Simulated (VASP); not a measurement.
# Sn2Ge3 (P4/mmm) in VASP: further runs, part 2 of 3

VASP 6.6.1. The steps go on from the part before.

## (3) Single point, PBE

This run uses another cell than the first one, of 25.93 Å³/atom.

Input file INCAR:

```
PREC = Accurate ; ENCUT = 520
EDIFF = 1E-6 ; ISMEAR = 0
SIGMA = 0.1 ; LREAL = False
LASPH = True ; NELM = 80
ALGO = Normal ; ISIF = 2
LWAVE = False ; LCHARG = False
GGA = PE ; NBANDS = 43
```

Input file KPOINTS:

```
Automatic mesh
0
Gamma
  4 4 4
```

Input file POSCAR:

```
Sn2Ge3
1.0
    4.5886554900      0.0000000000      0.0000000000
    0.0000000000      4.5886554900      0.0000000000
    0.0000000000      0.0000000000      6.1565575000
Sn Ge
2 3
Direct
    0.0000000000      0.5000000000      0.5000000000
    0.5000000000      0.0000000000      0.5000000000
    0.5000000000      0.5000000000      0.7552516700
    0.5000000000      0.5000000000      0.2447483300
    0.0000000000      0.0000000000      0.0000000000
```

Potentials or basis: VASP PAW PBE potentials, release 64 (Sn_d, Ge_d).

Launch:

```
> cat potpaw_PBE.64/Sn_d/POTCAR potpaw_PBE.64/Ge_d/POTCAR > POTCAR
> mpirun -np 1 vasp_std > vasp.out
```

OUTCAR:

```text
PREC = Accurate
   ENCUT = 520
   EDIFF = 1E-6
   ISMEAR = 0
   LREAL = False
   LASPH = True
   NELM = 80
   ISIF = 2
   GGA = PE

 ion  position               nearest neighbor table
   1  0.000  0.500  0.500-   3 2.78   4 2.78   3 2.78   4 2.78   2 3.24   2 3.24   2 3.24   2 3.24

   2  0.500  0.000  0.500-   3 2.78   4 2.78   3 2.78   4 2.78   1 3.24   1 3.24   1 3.24   1 3.24

   3  0.500  0.500  0.755-   1 2.78   2 2.78   2 2.78   1 2.78
   4  0.500  0.500  0.245-   1 2.78   2 2.78   2 2.78   1 2.78
   5  0.000  0.000  0.000-

  LATTYP: Found a simple tetragonal cell.
 ALAT       =     4.5886554900
 C/A-ratio  =     1.3416909405

  Lattice vectors:

 A1 = (   4.5886554900,   0.0000000000,   0.0000000000)
 A2 = (   0.0000000000,   4.5886554900,   0.0000000000)
 A3 = (   0.0000000000,   0.0000000000,   6.1565575000)

Analysis of symmetry for initial positions (statically):
=====================================================================
 Subroutine PRICEL returns:
 Original cell was already a primitive cell.

 Routine SETGRP: Setting up the symmetry group for a
 simple tetragonal supercell.

 Subroutine GETGRP returns: Found 16 space group operations
 (whereof 16 operations were pure point group operations)
 out of a pool of 16 trial point group operations.

The static configuration has the point symmetry D_4h.

Analysis of symmetry for dynamics (positions and initial velocities):
=====================================================================
 Subroutine PRICEL returns:
 Original cell was already a primitive cell.

 Routine SETGRP: Setting up the symmetry group for a
 simple tetragonal supercell.

 Subroutine GETGRP returns: Found 16 space group operations
 (whereof 16 operations were pure point group operations)
 out of a pool of 16 trial point group operations.

The dynamic configuration has the point symmetry D_4h.

 Subroutine INISYM returns: Found 16 space group operations
 (whereof 16 operations are pure point group operations),
 and found     1 'primitive' translations

----------------------------------------------------------------------------------------

                                     Primitive cell

  volume of cell :     129.6310

  direct lattice vectors                    reciprocal lattice vectors
     4.588655490  0.000000000  0.000000000     0.217928760  0.000000000  0.000000000
     0.000000000  4.588655490  0.000000000     0.000000000  0.217928760  0.000000000
     0.000000000  0.000000000  6.156557500     0.000000000  0.000000000  0.162428435

  length of vectors
     4.588655490  4.588655490  6.156557500     0.217928760  0.217928760  0.162428435

  position of ions in fractional coordinates (direct lattice)
     0.000000000  0.500000000  0.500000000
     0.500000000  0.000000000  0.500000000
     0.500000000  0.500000000  0.755251670
     0.500000000  0.500000000  0.244748330
     0.000000000  0.000000000  0.000000000

  ion indices of the primitive-cell ions
   primitive index   ion index
                 1           1
                 2           2
                 3           3
[... 22 lines left out ...]
     0.000000000  0.000000000  0.000000000

 Subroutine IBZKPT returns following result:
 ===========================================

 Found     18 irreducible k-points:

 Following reciprocal coordinates:
            Coordinates               Weight
  0.000000  0.000000  0.000000      1.000000
  0.250000  0.000000  0.000000      4.000000
  0.500000  0.000000  0.000000      2.000000
  0.250000  0.250000  0.000000      4.000000
  0.500000  0.250000  0.000000      4.000000
  0.500000  0.500000  0.000000      1.000000
[... 10 lines left out ...]
  0.500000  0.250000  0.500000      4.000000
  0.500000  0.500000  0.500000      1.000000
   k-points           NKPTS =     18   k-points in BZ     NKDIM =     18   number of bands    NBANDS=     43
   number of dos      NEDOS =    301   number of ions     NIONS =      5
   total plane-waves  NPLWV =  62208
   dimension x,y,z NGX =    36 NGY =   36 NGZ =   48
   dimension x,y,z NGXF=    72 NGYF=   72 NGZF=   96
   ions per type =               2   3
   NGX,Y,Z   is equivalent  to a cutoff of  13.04, 13.04, 12.96 a.u.
   NGXF,Y,Z  is equivalent  to a cutoff of  26.09, 26.09, 25.92 a.u.
 SYSTEM =  unknown system
   PREC   = accura    normal or accurate (medium, high low for compatibility)
   ISTART =      0    job   : 0-new  1-cont  2-samecut
   ICHARG =      2    charge: 1-file 2-atom 10-const
   ISPIN  =      1    spin polarized calculation?
   LNONCOLLINEAR =      F non collinear calculations
   LSORBIT =      F    spin-orbit coupling
   LASPH  =      T    aspherical Exc in radial PAW
   ENCUT  =  520.0 eV  38.22 Ry    6.18 a.u.   8.53  8.53 11.45*2*pi/ulx,y,z
   NELM   =     80;   NELMIN=  2; NELMDL= -5     # of ELM steps
   EDIFF  = 0.1E-05   stopping-criterion for ELM
   LREAL  =      F    real-space projection
   EDIFFG = 0.1E-04   stopping-criterion for IOM
   NSW    =      0    number of steps for IOM
   IBRION =     -1    ionic relax: 0-MD 1-quasi-New 2-CG
   NFREE  =      0    steps in history (QN), initial steepest desc. (CG)
   ISIF   =      2    stress and relaxation
   ISYM   =      2    0-nonsym 1-usesym 2-fastsym
   POTIM  = 0.5000    time-step for ionic-motion
   TEBEG  =    0.0;   TEEND  =   0.0 temperature during run
   PSTRESS=    0.0 pullay stress
   NELECT =      70.0000    total number of electrons
   NUPDOWN=      -1.0000    fix difference up-down
   EMIN   =  10.00;   EMAX   =-10.00  energy-range for DOS
   EFERMI =   0.00;   METHOD = LEGACY
   ISMEAR =     0;   SIGMA  =   0.10  broadening in eV -4-tet -1-fermi 0-gaus
   EFERMI_NEDOS =   21; number of points for ismear=-14 and -15
   IALGO  =     38    algorithm
   IMIX   =      4    mixing-type and parameters
     AMIX     =   0.40;   BMIX     =  1.00
     AMIX_MAG =   1.60;   BMIX_MAG =  1.00
  volume/ion in A,a.u.               =      25.93       174.96
  Fermi-wavevector in a.u.,A,eV,Ry     =   1.333126  2.519243 24.180617  1.777225
  Thomas-Fermi vector in A             =   2.462008
   LORBIT       =      0    0 simple, 1 ext, 2 COOP (PROOUT), +10 PAW based schemes
   GGA     = PE    functional components
   LHFCALC =     F    Hartree Fock is set to
   AEXX    =    0.0000 exact exchange contribution
   IVDW    =     0    specifies the selected vdW correction
   LEPSILON=     F    determine dielectric tensor
   LRPA    =     F    only Hartree local field effects (RPA)
 non-spin polarized calculation
 Gauss-broadening in eV      SIGMA  =   0.10
  energy-cutoff  :      520.00
  volume of cell :      129.63
 maximum number of plane-waves:      3511
 NGX is ok and might be reduce to    36
   NGX = 17   NGY = 17   NGZ = 23

 number of electron      70.0000001 magnetization

 Free energy of the ion-electron system (eV)
  ---------------------------------------------------
  ext. energy  EPLUGINS =         0.00000000
  ---------------------------------------------------
  free energy    TOTEN  =       -18.14766902 eV

  energy without entropy =      -18.13949680  energy(sigma->0) =      -18.14358291

 E-fermi :   5.9337     XC(G=0):  -9.9658

 val. band max:        5.9189261375   @ k =   0.5000   0.5000   0.2500
 cond. band min:       6.0867086488   @ k =   0.5000   0.5000   0.5000
 fundamental gap:      0.1677825113
 Fermi energy:         5.9336624194

 k-point     1 :       0.0000    0.0000    0.0000
  band No.  band energies     occupation
      1     -19.2708      2.00000
      2     -19.2582      2.00000
      3     -19.2582      2.00000
      4     -19.2212      2.00000
      5     -19.2200      2.00000
      6     -18.9342      2.00000
[... 817 lines left out ...]
     42      11.1261      0.00000
     43      12.4293      0.00000

------------------------ aborting loop because EDIFF is reached ----------------------------------------

  FORCE on cell =-STRESS in cart. coord.  units (eV):
  Direction    XX          YY          ZZ          XY          YZ          ZX
  --------------------------------------------------------------------------------------
  -------------------------------------------------------------------------------------
  Total        1.9767833      1.9767833      3.1876317      0.0000000     -0.0000000      0.0000000
  in kB       24.4321005     24.4321005     39.3976093      0.0000000     -0.0000000      0.0000000
  external PRESSURE =      29.4206034 kB  Pullay stress =       0.0000000 kB

 VOLUME and BASIS-vectors are now :
 -----------------------------------------------------------------------------
  energy-cutoff  :      520.00
  volume of cell :      129.63
      direct lattice vectors                 reciprocal lattice vectors
     4.588655490  0.000000000  0.000000000     0.217928760  0.000000000  0.000000000
     0.000000000  4.588655490  0.000000000     0.000000000  0.217928760  0.000000000
     0.000000000  0.000000000  6.156557500     0.000000000  0.000000000  0.162428435

 POSITION                                       TOTAL-FORCE (eV/Angst)
 -----------------------------------------------------------------------------------
      0.00000      2.29433      3.07828         0.000000      0.000000      0.000000
      2.29433      0.00000      3.07828         0.000000      0.000000      0.000000
      2.29433      2.29433      4.64975         0.000000      0.000000      2.919294
      2.29433      2.29433      1.50681         0.000000     -0.000000     -2.919294
      0.00000      0.00000      0.00000         0.000000      0.000000      0.000000
 -----------------------------------------------------------------------------------
    total drift:                                0.000000      0.000000      0.000000

  FREE ENERGIE OF THE ION-ELECTRON SYSTEM (eV)
  ---------------------------------------------------
  free  energy   TOTEN  =       -18.1476690159 eV

  energy  without entropy=      -18.1394967961  energy(sigma->0) =      -18.14358291
```

OSZICAR:

```text
N       E                     dE             d eps       ncg     rms          rms(c)
DAV:   1     0.700885725642E+03    0.70089E+03   -0.34960E+04  1734   0.374E+03
DAV:   2     0.128557916025E+03   -0.57233E+03   -0.56060E+03  1548   0.870E+02
DAV:   3    -0.809702579916E+01   -0.13665E+03   -0.13487E+03  1708   0.253E+02
DAV:   4    -0.181566224116E+02   -0.10060E+02   -0.99476E+01  1746   0.793E+01
DAV:   5    -0.184250542802E+02   -0.26843E+00   -0.26768E+00  1802   0.136E+01    0.371E+00
DAV:   6    -0.181732012159E+02    0.25185E+00   -0.95075E-01  1883   0.445E+00    0.185E+00
DAV:   7    -0.181531862061E+02    0.20015E-01   -0.15247E-01  1834   0.247E+00    0.956E-01
DAV:   8    -0.181480110096E+02    0.51752E-02   -0.16943E-02  1888   0.955E-01    0.226E-01
DAV:   9    -0.181476661724E+02    0.34484E-03   -0.26352E-03  1847   0.346E-01    0.604E-02
DAV:  10    -0.181476627342E+02    0.34382E-05   -0.25843E-04  1848   0.129E-01    0.231E-02
DAV:  11    -0.181476687899E+02   -0.60557E-05   -0.34267E-05  2038   0.385E-02    0.751E-03
DAV:  12    -0.181476690159E+02   -0.22607E-06   -0.35080E-06  1320   0.159E-02
   1 F= -.18147669E+02 E0= -.18143583E+02  d E =-.817222E-02
```

stdout:

```text
POSCAR found type information on POSCAR SnGe
 POSCAR found :  2 types and       5 ions
 scaLAPACK will be used
 LDA part: xc-table for (Slater+PW92), standard interpolation
 POSCAR, INCAR and KPOINTS ok, starting setup
 FFT: planning ... GRIDC
 FFT: planning ... GRID_SOFT
 FFT: planning ... GRID
 WAVECAR not read
 entering main loop
```

Run time: 1.9 min. Hardware: 1 thread of Intel Xeon 8259CL, shared host; peak memory 0.28 GiB.

Results:

```
Free energy            : -18.1477 eV
Pressure               : 2.9 GPa
Largest force          : 2.919 eV/Å
Band gap on the k mesh : zero (bands 35 and 36 overlap by 1.83 eV)
```

Forces in eV/Å, atoms in the order of the input:
```
Sn   0.000  0.000  0.000
Sn   0.000  0.000  0.000
Ge   0.000  0.000  2.919
Ge   0.000  0.000 -2.919
Ge   0.000  0.000  0.000
```

Caveat: spin-orbit coupling is left out, which moves the levels of the heavy elements; forces of over 1 eV/Å act on the atoms, so gaps and moduli don't describe the material at rest.

## (4) Relaxation of cell and atoms, PBE

This run uses another cell than the first one, of 25.93 Å³/atom.

Input file INCAR:

```
SYSTEM = Sn2Ge3
ALGO = Normal
EDIFF = 1E-7
EDIFFG = -0.04
ENCUT = 600
GGA = PE
IBRION = 2
ISIF = 3
ISMEAR = 0
LASPH = .TRUE.
LCHARG = .FALSE.
LREAL = .FALSE.
LWAVE = .FALSE.
NELM = 60
NSW = 90
PREC = Accurate
SIGMA = 0.1
```

Input file KPOINTS:

```
k-points
0
G
  4 4 4
  0 0 0
```

POSCAR is that of step 3.

Launch:

```
> cat potpaw_PBE.64/Sn_d/POTCAR potpaw_PBE.64/Ge_d/POTCAR > POTCAR
> mpirun -np 1 vasp_std > vasp.out
```

Run time: 38 min. Hardware: 1 thread of Intel Xeon 8259CL, shared host; peak memory 0.34 GiB.

Results (log left out):

```yaml
Free_energy: -19.3226 eV
Relaxed_volume: 25.03 Å³/atom
Relaxed_cell: a = 4.311 Å, b = 4.311 Å, c = 6.734 Å, α = 90.00°, β = 90.00°, γ = 90.00°
Space_group_after_relaxing_to_0.1_Å: P4/mmm (No. 123)
Energy_gained_by_relaxing: 234.9 meV/atom
Ionic_steps: 16
Pressure_after_relaxing: 0.0 GPa
Largest_force_after_relaxing: 0.005 eV/Å
Band_gap_on_the_k_mesh: zero (bands 35 and 36 overlap by 2.70 eV)
```

Forces on the atoms (eV/Å):
```
Sn   0.000  0.000  0.000
Sn   0.000  0.000  0.000
Ge   0.000  0.000  0.005
Ge   0.000  0.000 -0.005
Ge   0.000  0.000  0.000
```

Step by step:
```
step  energy change (eV)  largest force (eV/Å)  pressure (GPa)  volume (Å³)
   1              0.0000                2.9195            2.97       129.63
   2             -0.6227                1.4320           -2.54       138.84
   3             -0.6834                1.0279           -3.88       142.40
   4             -1.0440                0.1748           -1.71       131.60
   5             -1.0662                0.3778           -0.62       128.54
   6             -1.0665                0.2888           -0.79       128.96
   7             -1.1144                0.1508            0.18       125.68
   8             -1.1182                0.3237            0.72       124.28
   9             -1.1435                0.2732            0.16       125.36
  10             -1.1637                0.1585           -0.63       126.96
  11             -1.1652                0.1279           -0.99       127.63
  12             -1.1655                0.1398           -0.85       127.36
  13             -1.1701                0.0014           -0.04       125.05
  14             -1.1729                0.0506           -0.37       125.88
  15             -1.1743                0.0158            0.14       124.81
  16             -1.1746                0.0052            0.00       125.13
```

Final structure:
```xyz
5
Lattice="4.3107 0.0000 0.0000 0.0000 4.3107 0.0000 0.0000 0.0000 6.7339" Properties=species:S:1:pos:R:3 pbc="T T T"
Sn    0.0000    2.1554    3.3669
Sn    2.1554    0.0000    3.3669
Ge    2.1554    2.1554    5.4936
Ge    2.1554    2.1554    1.2403
Ge    0.0000    0.0000    0.0000
```

Levels at points of the mesh, in eV from the Fermi level:
```tsv
k point	band 33	band 34	band 35	band 36	band 37	band 38
(0.00, 0.00, 0.00)	-0.16	-0.16	-0.02	0.12	1.26	1.26
(0.50, 0.00, 0.00)	-1.09	0.16	0.22	1.31	1.74	1.77
(0.50, 0.50, 0.00)	-2.77	-2.77	-2.31	-2.31	-0.47	3.37
(0.00, 0.00, 0.50)	-2.46	-1.67	-1.67	-0.24	1.56	3.32
(0.50, 0.00, 0.50)	-0.85	-0.64	-0.24	0.29	0.75	0.86
(0.50, 0.50, 0.50)	-4.18	-1.68	-1.41	0.91	1.09	1.09
```

Caveat: spin-orbit coupling is left out, which moves the levels of the heavy elements.

(Continued in part 3 of 3.)

The gap in the log of VASP goes by the Fermi energy; the results here count the filled bands.